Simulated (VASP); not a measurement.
# Y (Im-3m) in VASP: notebook, part 2 of 2

VASP 6.6.1. Earlier steps stand in the parts before.

## 3. Single point, PBEsol

Contents of INCAR:

```
ALGO = Normal ; EDIFF = 1E-6
ENCUT = 520 ; GGA = PS
ISIF = 2 ; ISMEAR = -1
LASPH = True ; LCHARG = False
LREAL = False ; LWAVE = False
NBANDS = 12 ; NELM = 80
PREC = Accurate ; SIGMA = 0.05
```

Contents of KPOINTS:

```
k-points
0
Gamma
  15 15 15
```

Contents of POSCAR:

```
Y
1.0
   -1.7401923525      1.7401923525      1.7401923525
    1.7401923525     -1.7401923525      1.7401923525
    1.7401923525      1.7401923525     -1.7401923525
Y
1
Direct
    0.0000000000      0.0000000000      0.0000000000
```

Potentials or basis: VASP PAW PBE potentials, release 64 (Y_sv).

Launch:

```console
$ cat potpaw_PBE.64/Y_sv/POTCAR > POTCAR
$ mpirun -np 1 vasp_std > vasp.out
```

OUTCAR:

```text
EDIFF = 1E-6
   ENCUT = 520
   GGA = PS
   ISIF = 2
   ISMEAR = -1
   LASPH = True
   LREAL = False
   NELM = 80
   PREC = Accurate

 ion  position               nearest neighbor table
   1  0.000  0.000  0.000-

  LATTYP: Found a body centered cubic cell.
 ALAT       =     3.4803847050

  Lattice vectors:

 A1 = (  -1.7401923525,   1.7401923525,   1.7401923525)
 A2 = (   1.7401923525,  -1.7401923525,   1.7401923525)
 A3 = (   1.7401923525,   1.7401923525,  -1.7401923525)

Analysis of symmetry for initial positions (statically):
=====================================================================
 Subroutine PRICEL returns:
 Original cell was already a primitive cell.

 Routine SETGRP: Setting up the symmetry group for a
 body centered cubic supercell.

 Subroutine GETGRP returns: Found 48 space group operations
 (whereof 48 operations were pure point group operations)
 out of a pool of 48 trial point group operations.

The static configuration has the point symmetry O_h .

Analysis of symmetry for dynamics (positions and initial velocities):
=====================================================================
 Subroutine PRICEL returns:
 Original cell was already a primitive cell.

 Routine SETGRP: Setting up the symmetry group for a
 body centered cubic supercell.

 Subroutine GETGRP returns: Found 48 space group operations
 (whereof 48 operations were pure point group operations)
 out of a pool of 48 trial point group operations.

The dynamic configuration has the point symmetry O_h .

 Subroutine INISYM returns: Found 48 space group operations
 (whereof 48 operations are pure point group operations),
 and found     1 'primitive' translations

----------------------------------------------------------------------------------------

                                     Primitive cell

  volume of cell :      21.0791

  direct lattice vectors                    reciprocal lattice vectors
    -1.740192353  1.740192353  1.740192353     0.000000000  0.287324559  0.287324559
     1.740192353 -1.740192353  1.740192353     0.287324559  0.000000000  0.287324559
     1.740192353  1.740192353 -1.740192353     0.287324559  0.287324559  0.000000000

  length of vectors
     3.014101569  3.014101569  3.014101569     0.406338288  0.406338288  0.406338288

  position of ions in fractional coordinates (direct lattice)
     0.000000000  0.000000000  0.000000000

  ion indices of the primitive-cell ions
   primitive index   ion index
                 1           1

----------------------------------------------------------------------------------------

 KPOINTS: k-points

Automatic generation of k-mesh.
 Grid dimensions read from file:
 generate k-points for:   15   15   15

 Generating k-lattice:

  Cartesian coordinates                     Fractional coordinates (reciprocal lattice)
     0.000000000  0.019154971  0.019154971     0.066666667  0.000000000  0.000000000
     0.019154971  0.000000000  0.019154971     0.000000000  0.066666667  0.000000000
     0.019154971  0.019154971  0.000000000     0.000000000  0.000000000  0.066666667

  Length of vectors
     0.027089219  0.027089219  0.027089219

  Shift w.r.t. Gamma in fractional coordinates (k-lattice)
     0.000000000  0.000000000  0.000000000

 Subroutine IBZKPT returns following result:
 ===========================================

 Found    120 irreducible k-points:

 Following reciprocal coordinates:
            Coordinates               Weight
  0.000000  0.000000  0.000000      1.000000
  0.066667  0.000000  0.000000     12.000000
  0.133333  0.000000  0.000000     12.000000
  0.200000  0.000000  0.000000     12.000000
  0.266667  0.000000  0.000000     12.000000
  0.333333  0.000000  0.000000     12.000000
[... 16 lines left out ...]
  0.333333  0.200000  0.000000     48.000000
  0.400000  0.200000  0.000000     24.000000
 [... further k-points ...]
   k-points           NKPTS =    120   k-points in BZ     NKDIM =    120   number of bands    NBANDS=     12
   number of dos      NEDOS =    301   number of ions     NIONS =      1
   total plane-waves  NPLWV =  13824
   dimension x,y,z NGX =    24 NGY =   24 NGZ =   24
   dimension x,y,z NGXF=    48 NGYF=   48 NGZF=   48
   ions per type =               1
   NGX,Y,Z   is equivalent  to a cutoff of  13.24, 13.24, 13.24 a.u.
   NGXF,Y,Z  is equivalent  to a cutoff of  26.47, 26.47, 26.47 a.u.
 SYSTEM =  unknown system
   PREC   = accura    normal or accurate (medium, high low for compatibility)
   ISTART =      0    job   : 0-new  1-cont  2-samecut
   ICHARG =      2    charge: 1-file 2-atom 10-const
   ISPIN  =      1    spin polarized calculation?
   LNONCOLLINEAR =      F non collinear calculations
   LSORBIT =      F    spin-orbit coupling
   LASPH  =      T    aspherical Exc in radial PAW
   ENCUT  =  520.0 eV  38.22 Ry    6.18 a.u.   5.60  5.60  5.60*2*pi/ulx,y,z
   NELM   =     80;   NELMIN=  2; NELMDL= -5     # of ELM steps
   EDIFF  = 0.1E-05   stopping-criterion for ELM
   LREAL  =      F    real-space projection
   EDIFFG = 0.1E-04   stopping-criterion for IOM
   NSW    =      0    number of steps for IOM
   IBRION =     -1    ionic relax: 0-MD 1-quasi-New 2-CG
   NFREE  =      0    steps in history (QN), initial steepest desc. (CG)
   ISIF   =      2    stress and relaxation
   ISYM   =      2    0-nonsym 1-usesym 2-fastsym
   POTIM  = 0.5000    time-step for ionic-motion
   TEBEG  =    0.0;   TEEND  =   0.0 temperature during run
   PSTRESS=    0.0 pullay stress
   NELECT =      11.0000    total number of electrons
   NUPDOWN=      -1.0000    fix difference up-down
   EMIN   =  10.00;   EMAX   =-10.00  energy-range for DOS
   EFERMI =   0.00;   METHOD = LEGACY
   ISMEAR =    -1;   SIGMA  =   0.05  broadening in eV -4-tet -1-fermi 0-gaus
   EFERMI_NEDOS =   21; number of points for ismear=-14 and -15
   IALGO  =     38    algorithm
   IMIX   =      4    mixing-type and parameters
     AMIX     =   0.40;   BMIX     =  1.00
     AMIX_MAG =   1.60;   BMIX_MAG =  1.00
  volume/ion in A,a.u.               =      21.08       142.25
  Fermi-wavevector in a.u.,A,eV,Ry     =   1.318019  2.490696 23.635703  1.737175
  Thomas-Fermi vector in A             =   2.448019
   LORBIT       =      0    0 simple, 1 ext, 2 COOP (PROOUT), +10 PAW based schemes
   GGA     = PS    functional components
   LHFCALC =     F    Hartree Fock is set to
   AEXX    =    0.0000 exact exchange contribution
   IVDW    =     0    specifies the selected vdW correction
   LEPSILON=     F    determine dielectric tensor
   LRPA    =     F    only Hartree local field effects (RPA)
 non-spin polarized calculation
  energy-cutoff  :      520.00
  volume of cell :       21.08
 maximum number of plane-waves:       586
   NGX = 11   NGY = 11   NGZ = 11

 number of electron      11.0000000 magnetization

 Free energy of the ion-electron system (eV)
  ---------------------------------------------------
  ext. energy  EPLUGINS =         0.00000000
  ---------------------------------------------------
  free energy    TOTEN  =        -6.00049751 eV

  energy without entropy =       -5.98243233  energy(sigma->0) =       -5.99146492

 E-fermi :   5.3965     XC(G=0): -11.4337

 val. band max:        5.3679025862   @ k =   0.2667   0.2667   0.2000
 cond. band min:       5.4107136482   @ k =  -0.2667   0.4000   0.0667
 fundamental gap:      0.0428110620
 Fermi energy:         5.3965448354

 k-point     1 :       0.0000    0.0000    0.0000
  band No.  band energies     occupation
      1     -36.5403      2.00000
      2     -15.4921      2.00000
      3     -15.4921      2.00000
      4     -15.4921      2.00000
      5       0.3560      2.00000
      6       7.5659      0.00000
      7       7.5659      0.00000
      8       7.5659      0.00000
      9      10.5723      0.00000
     10      10.5723      0.00000
     11      17.4018      0.00000
     12      17.4018      0.00000
[... 331 lines left out ...]
 k-point    24 :       0.4000    0.2000    0.0000
  band No.  band energies     occupation
      1     -36.1033      2.00000
      2     -17.3588      2.00000
      3     -16.4717      2.00000
      4     -15.7200      2.00000
      5       3.7307      2.00000
      6       5.3331      1.56136
      7       6.9822      0.00000
      8      10.4519      0.00000
      9      11.9978      0.00000
     10      16.1276      0.00000
     11      16.8411      0.00000
     12      18.2097      0.00000

 [... further k-points ...]

------------------------ aborting loop because EDIFF is reached ----------------------------------------

  FORCE on cell =-STRESS in cart. coord.  units (eV):
  Direction    XX          YY          ZZ          XY          YZ          ZX
  --------------------------------------------------------------------------------------
  -------------------------------------------------------------------------------------
  Total        3.7650628      3.7650628      3.7650628      0.0000000      0.0000000     -0.0000000
  in kB      286.1745736    286.1745736    286.1745736      0.0000000      0.0000000     -0.0000000
  external PRESSURE =     286.1745736 kB  Pullay stress =       0.0000000 kB

 VOLUME and BASIS-vectors are now :
 -----------------------------------------------------------------------------
  energy-cutoff  :      520.00
  volume of cell :       21.08
      direct lattice vectors                 reciprocal lattice vectors
    -1.740192353  1.740192353  1.740192353     0.000000000  0.287324559  0.287324559
     1.740192353 -1.740192353  1.740192353     0.287324559  0.000000000  0.287324559
     1.740192353  1.740192353 -1.740192353     0.287324559  0.287324559  0.000000000

 POSITION                                       TOTAL-FORCE (eV/Angst)
 -----------------------------------------------------------------------------------
      0.00000      0.00000      0.00000         0.000000     -0.000000      0.000000
 -----------------------------------------------------------------------------------
    total drift:                               -0.000000      0.000000      0.000000

  FREE ENERGIE OF THE ION-ELECTRON SYSTEM (eV)
  ---------------------------------------------------
  free  energy   TOTEN  =        -6.0004975052 eV

  energy  without entropy=       -5.9824323252  energy(sigma->0) =       -5.99146492
```

Run time: 13 s. Hardware: 1 thread of AMD EPYC 9R45 (Zen 5), shared host; peak memory 0.14 GiB.

What came out:

- Free energy: -6.0005 eV
- Pressure: 28.6 GPa
- Band gap on the k mesh: zero (an odd number of electrons rules out a gap without spin polarisation)

Caveat: the cell stands under pressure; the PAW data sets were made with another functional, which shifts forces and pressure a little.

## 4. Relaxation of cell and atoms, PBEsol, target pressure 29 GPa, at which the enthalpy is minimised

This run uses another cell than the first one, of 20.99 Å³/atom.

Contents of INCAR:

```
PREC = Accurate
ENCUT = 600
EDIFF = 1E-6
ISMEAR = -1
SIGMA = 0.05
LREAL = False
LASPH = True
NELM = 100
ALGO = Normal
ISIF = 3
LWAVE = False
LCHARG = False
GGA = PS
IBRION = 2
NSW = 60
EDIFFG = -0.005
PSTRESS = 290.0
```

Contents of KPOINTS:

```
regular mesh
0
Gamma
  15 15 15
```

Contents of POSCAR:

```
Y
1.0
   -1.7377678040      1.7377678040      1.7377678040
    1.7377678040     -1.7377678040      1.7377678040
    1.7377678040      1.7377678040     -1.7377678040
Y
1
Direct
    0.0000000000      0.0000000000      0.0000000000
```

Launch:

```console
$ cat potpaw_PBE.64/Y_sv/POTCAR > POTCAR
$ mpirun -np 1 vasp_std > vasp.out
```

It took 23 s on 1 thread of AMD EPYC 9R45 (Zen 5), shared host; peak memory 0.15 GiB.

It converged, with:

| Quantity | Value |
| --- | --- |
| Free energy | -5.9894 eV |
| Relaxed volume | 21.02 Å³/atom |
| Relaxed cell | a = 3.011 Å, b = 3.011 Å, c = 3.011 Å, α = 109.47°, β = 109.47°, γ = 109.47° |
| Space group after relaxing (to 0.1 Å) | Im-3m (No. 229) |
| Energy change on relaxing (the run minimises the enthalpy) | -4.7 meV/atom |
| Ionic steps | 3 |
| Pressure after relaxing | 29.0 GPa |
| Band gap on the k mesh | zero (an odd number of electrons rules out a gap without spin polarisation) |

The path:
```tsv
step	energy change (eV)	largest force (eV/Å)	pressure (GPa)	volume (Å³)
1	0.0000	0.0000	29.14	20.99
2	-0.0099	0.0000	28.85	21.05
3	-0.0047	0.0000	29.02	21.02
```

Final structure:
```yaml
crystal:
  lattice:
    - [-1.73848, 1.73848, 1.73848]
    - [1.73848, -1.73848, 1.73848]
    - [1.73848, 1.73848, -1.73848]
  atoms:
    - { symbol: Y, position: [0.00000, 0.00000, 0.00000] }
```

Levels at points of the mesh, in eV from the Fermi level:
| k point | band 3 | band 4 | band 5 | band 6 | band 7 | band 8 |
| --- | --- | --- | --- | --- | --- | --- |
| (0.00, 0.00, 0.00) | -20.88 | -20.88 | -5.04 | 2.17 | 2.17 | 2.17 |

Caveat: the cell is relaxed towards a set pressure, so the run minimises the enthalpy, not the energy; the PAW data sets were made with another functional, which shifts forces and pressure a little.

## 5. Relaxation of cell and atoms, PBEsol, target pressure 29 GPa, at which the enthalpy is minimised

Contents of INCAR:

```
  ALGO = Normal
  EDIFF = 1E-6
  EDIFFG = -0.005
  ENCUT = 600
  GGA = PS
  IBRION = 2
  ISIF = 3
  ISMEAR = -1
  LASPH = T
  LCHARG = F
  LREAL = F
  LWAVE = F
  NELM = 60
  NSW = 32
  PREC = Accurate
  PSTRESS = 290.0
  SIGMA = 0.05
```

Contents of KPOINTS:

```
k-points
0
Gamma
  15 15 15
```

Contents of POSCAR:

```
Y
1.0
   -1.7401923525      1.7401923525      1.7401923525
    1.7401923525     -1.7401923525      1.7401923525
    1.7401923525      1.7401923525     -1.7401923525
Y
1
Direct
    0.0000000000      0.0000000000      0.0000000000
```

Launch:

```console
$ cat potpaw_PBE.64/Y_sv/POTCAR > POTCAR
$ mpirun -np 1 vasp_std > vasp.out
```

Run time: 25 s. Hardware: 1 thread of AMD EPYC 9R45 (Zen 5), shared host; peak memory 0.15 GiB.

It converged, with:

```yaml
Free_energy: -5.9900 eV
Relaxed_volume: 21.02 Å³/atom
Relaxed_cell: a = 3.011 Å, b = 3.011 Å, c = 3.011 Å, α = 109.47°, β = 109.47°, γ = 109.47°
Space_group_after_relaxing_to_0.1_Å: Im-3m (No. 229)
Energy_change_on_relaxing_the_run_minimises_the_enthalpy: +10.7 meV/atom
Ionic_steps: 3
Pressure_after_relaxing: 29.0 GPa
Band_gap_on_the_k_mesh: zero (an odd number of electrons rules out a gap without spin polarisation)
```

Step by step:
| step | energy change (eV) | largest force (eV/Å) | pressure (GPa) | volume (Å³) |
| --- | --- | --- | --- | --- |
| 1 | 0.0000 | 0.0000 | 28.66 | 21.08 |
| 2 | 0.0250 | 0.0000 | 29.43 | 20.94 |
| 3 | 0.0107 | 0.0000 | 28.98 | 21.02 |

Final structure:
```xyz
1
Lattice="-1.7386 1.7386 1.7386 1.7386 -1.7386 1.7386 1.7386 1.7386 -1.7386" Properties=species:S:1:pos:R:3 pbc="T T T"
Y     0.0000    0.0000    0.0000
```

Levels at points of the mesh, in eV from the Fermi level:
```tsv
k point	band 3	band 4	band 5	band 6	band 7	band 8
(0.00, 0.00, 0.00)	-20.88	-20.88	-5.04	2.17	2.17	2.17
```

Caveat: the cell is relaxed towards a set pressure, so the run minimises the enthalpy, not the energy; the PAW data sets were made with another functional, which shifts forces and pressure a little.

## 6. Summary

| task | cell | cutoff (eV) | gap on the mesh (eV) | pressure (GPa) |
| --- | --- | --- | --- | --- |
| single point | a = 3.014 Å, angles 109.5°, 1 atom | 520 | none | 28.6 |
| relaxation of cell and atoms | relaxed to 29 GPa from a = 3.010 Å, angles 109.5°, 1 atom | 600 | none | 29.0 |
| relaxation of cell and atoms | relaxed to 29 GPa from a = 3.014 Å, angles 109.5°, 1 atom | 600 | none | 29.0 |

Alike in all rows: level PBEsol; potentials or basis VASP PAW PBE potentials, release 64 (Y_sv); no spin polarisation; k mesh 15 × 15 × 15; smearing fermi-dirac 0.05 eV.

Caveats: the PAW data sets were made with another functional, which shifts forces and pressure a little; the cell is relaxed towards a set pressure, so the run minimises the enthalpy, not the energy (at least some runs); the cell stands under pressure (at least some runs).

Absolute energies hang on the potentials; compare differences alone.
